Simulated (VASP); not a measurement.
# SiNi (P2_13) in VASP: further runs

SiNi is run at these levels: PBE; tasks: relaxation of the atoms.

Everything below comes from runs of VASP 6.6.1. Logs are shortened: lines on timing, memory, paths and dates and some standing lists are left out, and cuts for length are marked.

## (1) The cell of the first run

The structure is cubic, space group P2_13 (No. 198). Conventional cell: a = 4.664 Å, b = 4.664 Å, c = 4.664 Å, α = 90.00°, β = 90.00°, γ = 90.00°. Si (site symmetry 3) has 7 Ni at 2.43 to 2.54 Å and 6 Si at 2.88 Å within 3.2 Å. Ni (site symmetry 3) has 7 Si at 2.43 to 2.54 Å and 6 Ni at 2.87 Å within 3.2 Å.

## (2) Relaxation of the atoms, PBE (12.69 Å³/atom)

File INCAR:

```
ALGO = Normal ; EDIFF = 1E-7
EDIFFG = -0.01 ; ENCUT = 520
GGA = PE ; GGA_COMPAT = False
IBRION = 2 ; ISIF = 2
ISMEAR = 0 ; LASPH = True
LCHARG = False ; LREAL = False
LWAVE = False ; NELM = 120
NELMIN = 4 ; NSW = 50
PREC = Accurate ; SIGMA = 0.1
```

File KPOINTS:

```
k-points
0
Gamma
  8 8 8
```

File POSCAR:

```
SiNi
1.0
    4.6644656870      0.0000000000      0.0000000000
    0.0000000000      4.6644656870      0.0000000000
    0.0000000000      0.0000000000      4.6644656870
Si Ni
4 4
Direct
    0.6543366968      0.1543366968      0.3456633032
    0.1543366968      0.3456633032      0.6543366968
    0.3456633032      0.6543366968      0.1543366968
    0.8456633032      0.8456633032      0.8456633032
    0.3532314100      0.8532314100      0.6467685900
    0.8532314100      0.6467685900      0.3532314100
    0.6467685900      0.3532314100      0.8532314100
    0.1467685900      0.1467685900      0.1467685900
```

Potentials or basis: VASP PAW PBE potentials, release 64 (Si, Ni).

Command:

```
$ cat potpaw_PBE.64/Si/POTCAR potpaw_PBE.64/Ni/POTCAR > POTCAR
$ mpirun -np 1 vasp_std > vasp.out
```

OUTCAR:

```text
EDIFF = 1E-7
   EDIFFG = -0.01
   ENCUT = 520
   GGA = PE
   IBRION = 2
   ISIF = 2
   ISMEAR = 0
   LASPH = True
   LREAL = False
   NELM = 120
   NELMIN = 4
   NSW = 50
   PREC = Accurate

 ion  position               nearest neighbor table
   1  0.654  0.154  0.346-   5 2.43   6 2.48   7 2.48   8 2.48   7 2.54   6 2.54   8 2.54   2 2.88
                             4 2.88   3 2.88   3 2.88   2 2.88   4 2.88
   2  0.154  0.346  0.654-   6 2.43   5 2.48   7 2.48   8 2.48   5 2.54   8 2.54   7 2.54   1 2.88
                             3 2.88   3 2.88   4 2.88   1 2.88   4 2.88
   3  0.346  0.654  0.154-   7 2.43   6 2.48   5 2.48   8 2.48   6 2.54   5 2.54   8 2.54   1 2.88
                             2 2.88   2 2.88   1 2.88   4 2.88   4 2.88
   4  0.846  0.846  0.846-   8 2.43   6 2.48   7 2.48   5 2.48   7 2.54   6 2.54   5 2.54   2 2.88
                             3 2.88   1 2.88   1 2.88   2 2.88   3 2.88
   5  0.353  0.853  0.647-   1 2.43   2 2.48   3 2.48   4 2.48   3 2.54   2 2.54   4 2.54   8 2.87
                             8 2.87   6 2.87   7 2.87   7 2.87   6 2.87
   6  0.853  0.647  0.353-   2 2.43   1 2.48   3 2.48   4 2.48   1 2.54   4 2.54   3 2.54   8 2.87
                             5 2.87   7 2.87   8 2.87   7 2.87   5 2.87
   7  0.647  0.353  0.853-   3 2.43   2 2.48   1 2.48   4 2.48   2 2.54   1 2.54   4 2.54   8 2.87
                             5 2.87   6 2.87   6 2.87   5 2.87   8 2.87
   8  0.147  0.147  0.147-   4 2.43   2 2.48   3 2.48   1 2.48   3 2.54   2 2.54   1 2.54   5 2.87
                             6 2.87   7 2.87   5 2.87   6 2.87   7 2.87

  LATTYP: Found a simple cubic cell.
 ALAT       =     4.6644656870

  Lattice vectors:

 A1 = (   4.6644656870,   0.0000000000,   0.0000000000)
 A2 = (   0.0000000000,   4.6644656870,   0.0000000000)
 A3 = (   0.0000000000,   0.0000000000,   4.6644656870)

Analysis of symmetry for initial positions (statically):
=====================================================================
 Subroutine PRICEL returns:
 Original cell was already a primitive cell.

 Routine SETGRP: Setting up the symmetry group for a
 simple cubic supercell.

 Subroutine GETGRP returns: Found 12 space group operations
 (whereof  3 operations were pure point group operations)
 out of a pool of 48 trial point group operations.

The static configuration has the point symmetry C_3 .
 The point group associated with its full space group is T   .

Analysis of symmetry for dynamics (positions and initial velocities):
=====================================================================
 Subroutine PRICEL returns:
 Original cell was already a primitive cell.

 Routine SETGRP: Setting up the symmetry group for a
 simple cubic supercell.

 Subroutine GETGRP returns: Found 12 space group operations
 (whereof  3 operations were pure point group operations)
 out of a pool of 48 trial point group operations.

The dynamic configuration has the point symmetry C_3 .
[... 129 lines left out ...]
   IALGO  =     38    algorithm
   IMIX   =      4    mixing-type and parameters
     AMIX     =   0.40;   BMIX     =  1.00
     AMIX_MAG =   1.60;   BMIX_MAG =  1.00
  volume/ion in A,a.u.               =      12.69        85.61
  Fermi-wavevector in a.u.,A,eV,Ry     =   1.342772  2.537471 24.531802  1.803037
  Thomas-Fermi vector in A             =   2.470899
   LORBIT       =      0    0 simple, 1 ext, 2 COOP (PROOUT), +10 PAW based schemes
   GGA     = PE    functional components
   LHFCALC =     F    Hartree Fock is set to
   AEXX    =    0.0000 exact exchange contribution
   IVDW    =     0    specifies the selected vdW correction
   LEPSILON=     F    determine dielectric tensor
   LRPA    =     F    only Hartree local field effects (RPA)
 conjugate gradient relaxation of ions
 non-spin polarized calculation
 Gauss-broadening in eV      SIGMA  =   0.10
  energy-cutoff  :      520.00
  volume of cell :      101.49
 maximum number of plane-waves:      2800
   NGX = 17   NGY = 17   NGZ = 17

--------------------------------------- Ionic step        1  -------------------------------------------

 number of electron      55.9999971 magnetization

 Free energy of the ion-electron system (eV)
  ---------------------------------------------------
  ext. energy  EPLUGINS =         0.00000000
  ---------------------------------------------------
  free energy    TOTEN  =       -46.41449207 eV

  energy without entropy =      -46.40168829  energy(sigma->0) =      -46.40809018

------------------------ aborting loop because EDIFF is reached ----------------------------------------

  FORCE on cell =-STRESS in cart. coord.  units (eV):
  Direction    XX          YY          ZZ          XY          YZ          ZX
  --------------------------------------------------------------------------------------
  -------------------------------------------------------------------------------------
  Total       -8.5561265     -8.5561265     -8.5561265      0.0000000      0.0000000      0.0000000
  in kB     -135.0772061   -135.0772061   -135.0772061      0.0000000      0.0000000      0.0000000
  external PRESSURE =    -135.0772061 kB  Pullay stress =       0.0000000 kB
[... 197 lines left out ...]
--------------------------------------- Ionic step        6  -------------------------------------------

 number of electron      55.9999977 magnetization

 Free energy of the ion-electron system (eV)
  ---------------------------------------------------
  ext. energy  EPLUGINS =         0.00000000
  ---------------------------------------------------
  free energy    TOTEN  =       -46.41644276 eV

  energy without entropy =      -46.40387649  energy(sigma->0) =      -46.41015963

 E-fermi :  10.2245     XC(G=0): -12.0464

 val. band max:       10.1953144802   @ k =   0.2500   0.0000   0.0000
 cond. band min:      10.2291552191   @ k =   0.5000   0.1250   0.0000
 fundamental gap:      0.0338407389
 Fermi energy:        10.2245133568

 k-point     1 :       0.0000    0.0000    0.0000
  band No.  band energies     occupation
      1      -2.8690      2.00000
      2       2.1390      2.00000
      3       2.1390      2.00000
      4       2.1390      2.00000
      5       4.7046      2.00000
      6       4.7046      2.00000
[... 853 lines left out ...]
     32      11.8959      0.00000
     33      12.1994      0.00000

 [... further k-points ...]

------------------------ aborting loop because EDIFF is reached ----------------------------------------

  FORCE on cell =-STRESS in cart. coord.  units (eV):
  Direction    XX          YY          ZZ          XY          YZ          ZX
  --------------------------------------------------------------------------------------
  -------------------------------------------------------------------------------------
  Total       -8.4267807     -8.4267807     -8.4267807      0.0000000      0.0000000      0.0000000
  in kB     -133.0352004   -133.0352004   -133.0352004      0.0000000      0.0000000      0.0000000
  external PRESSURE =    -133.0352004 kB  Pullay stress =       0.0000000 kB
[... 23 lines left out ...]
  FREE ENERGIE OF THE ION-ELECTRON SYSTEM (eV)
  ---------------------------------------------------
  free  energy   TOTEN  =       -46.4164427610 eV

  energy  without entropy=      -46.4038764911  energy(sigma->0) =      -46.41015963

 reached required accuracy - stopping structural energy minimisation
```

OSZICAR:

```text
N       E                     dE             d eps       ncg     rms          rms(c)
DAV:   1     0.353439615711E+03    0.35344E+03   -0.24619E+04  2970   0.197E+03
DAV:   2    -0.225767206065E+02   -0.37602E+03   -0.36904E+03  2970   0.397E+02
DAV:   3    -0.505201313334E+02   -0.27943E+02   -0.27329E+02  3348   0.129E+02
DAV:   4    -0.518495334208E+02   -0.13294E+01   -0.13115E+01  3916   0.242E+01
[... 51 lines left out ...]
DAV:   2    -0.464164479538E+02   -0.40089E-04   -0.48082E-04  3697   0.207E-01    0.187E-02
DAV:   3    -0.464164445171E+02    0.34368E-05   -0.19378E-05  4544   0.436E-02    0.113E-02
DAV:   4    -0.464164432243E+02    0.12927E-05   -0.13431E-05  4400   0.478E-02    0.583E-03
DAV:   5    -0.464164428012E+02    0.42315E-06   -0.20327E-06  3975   0.189E-02    0.753E-04
DAV:   6    -0.464164427610E+02    0.40152E-07   -0.71955E-08  1604   0.235E-03
   6 F= -.46416443E+02 E0= -.46410160E+02  d E =-.376408E-03
```

Wall time 13 min (1 thread of Oxide Virtual Turin-like, shared host); peak memory 0.25 GiB.

What came out:

```
Free energy                  : -46.4164 eV
Energy gained by relaxing    : 0.2 meV/atom
Ionic steps                  : 6
Pressure after relaxing      : -13.3 GPa
Largest force after relaxing : 0.004 eV/Å
Band gap on the k mesh       : zero (bands 28 and 29 overlap by 1.01 eV)
```

Forces in eV/Å, atoms in the order of the input:
```
Si  -0.002 -0.002  0.002
Si  -0.002  0.002 -0.002
Si   0.002 -0.002 -0.002
Si   0.002  0.002  0.002
Ni  -0.001 -0.001  0.001
Ni  -0.001  0.001 -0.001
Ni   0.001 -0.001 -0.001
Ni   0.001  0.001  0.001
```

Step by step:
```csv
step,energy change (eV),largest force (eV/Å),pressure (GPa)
1,0.0000,0.0371,-13.51
2,-0.0003,0.0346,-13.48
3,-0.0011,0.0273,-13.45
4,-0.0016,0.0321,-13.33
5,-0.0019,0.0132,-13.30
6,-0.0020,0.0042,-13.30
```

Final structure:
```
CELL_PARAMETERS angstrom
4.66447 0.00000 0.00000
0.00000 4.66447 0.00000
0.00000 0.00000 4.66447
ATOMIC_POSITIONS crystal
Si 0.65514 0.15514 0.34486
Si 0.15514 0.34486 0.65514
Si 0.34486 0.65514 0.15514
Si 0.84486 0.84486 0.84486
Ni 0.35633 0.85633 0.64367
Ni 0.85633 0.64367 0.35633
Ni 0.64367 0.35633 0.85633
Ni 0.14367 0.14367 0.14367
```

## (3) Relaxation of the atoms, PBE (11.19 Å³/atom)

This run uses another cell than the first one, of 11.19 Å³/atom.

File INCAR:

```
PREC = Accurate
ENCUT = 520
EDIFF = 1E-7
ISMEAR = 0
SIGMA = 0.1
LREAL = F
LASPH = T
NELM = 120
ALGO = Normal
ISIF = 2
LWAVE = F
LCHARG = F
GGA = PE
IBRION = 2
NSW = 50
EDIFFG = -0.01
GGA_COMPAT = F
NELMIN = 4
```

File KPOINTS:

```
regular mesh
0
Gamma
  8 8 8
```

File POSCAR:

```
SiNi
1.0
    4.4729590169      0.0000000000      0.0000000000
    0.0000000000      4.4729590169      0.0000000000
    0.0000000000      0.0000000000      4.4729590169
Si Ni
4 4
Direct
    0.6535143069      0.1535143069      0.3464856931
    0.1535143069      0.3464856931      0.6535143069
    0.3464856931      0.6535143069      0.1535143069
    0.8464856931      0.8464856931      0.8464856931
    0.3510316317      0.8510316317      0.6489683683
    0.8510316317      0.6489683683      0.3510316317
    0.6489683683      0.3510316317      0.8510316317
    0.1489683683      0.1489683683      0.1489683683
```

Potentials or basis: VASP PAW PBE potentials, release 64 (Si, Ni).

Command:

```
$ cat potpaw_PBE.64/Si/POTCAR potpaw_PBE.64/Ni/POTCAR > POTCAR
$ mpirun -np 1 vasp_std > vasp.out
```

It took 6.7 min on 1 thread of Oxide Virtual Turin-like, shared host; peak memory 0.23 GiB.

It converged, with:

```yaml
Free_energy: -46.7881 eV
Energy_gained_by_relaxing: 0.0 meV/atom
Ionic_steps: 2
Pressure_after_relaxing: 6.0 GPa
Largest_force_after_relaxing: 0.009 eV/Å
Band_gap_on_the_k_mesh: zero (bands 28 and 29 overlap by 1.21 eV)
```

Forces in eV/Å, atoms in the order of the input:
```
Si  -0.004 -0.004  0.004
Si  -0.004  0.004 -0.004
Si   0.004 -0.004 -0.004
Si   0.004  0.004  0.004
Ni  -0.005 -0.005  0.005
Ni  -0.005  0.005 -0.005
Ni   0.005 -0.005 -0.005
Ni   0.005  0.005  0.005
```

Final structure:
```cif
data_structure
_symmetry_space_group_name_H-M 'P 1'
_symmetry_Int_Tables_number 1
_cell_length_a 4.4730
_cell_length_b 4.4730
_cell_length_c 4.4730
_cell_angle_alpha 90.000
_cell_angle_beta 90.000
_cell_angle_gamma 90.000
_cell_volume 89.49
loop_
_atom_site_label
_atom_site_type_symbol
_atom_site_fract_x
_atom_site_fract_y
_atom_site_fract_z
_atom_site_occupancy
Si1 Si 0.65342 0.15342 0.34658 1
Si2 Si 0.15342 0.34658 0.65342 1
Si3 Si 0.34658 0.65342 0.15342 1
Si4 Si 0.84658 0.84658 0.84658 1
Ni1 Ni 0.35096 0.85096 0.64904 1
Ni2 Ni 0.85096 0.64904 0.35096 1
Ni3 Ni 0.64904 0.35096 0.85096 1
Ni4 Ni 0.14904 0.14904 0.14904 1
```

Levels at points of the mesh, in eV from the Fermi level:
```tsv
k point	band 26	band 27	band 28	band 29	band 30	band 31
(0.00, 0.00, 0.00)	-1.64	-1.64	1.03	1.03	1.03	1.40
(0.50, 0.00, 0.00)	-2.02	-0.62	-0.62	-0.18	-0.18	2.81
(0.50, 0.50, 0.00)	-1.55	-0.98	-0.98	0.37	0.37	0.90
(0.50, 0.50, 0.50)	-1.81	-1.81	-1.81	4.28	4.28	4.28
```

The gap in the log of VASP goes by the Fermi energy; the results here count the filled bands.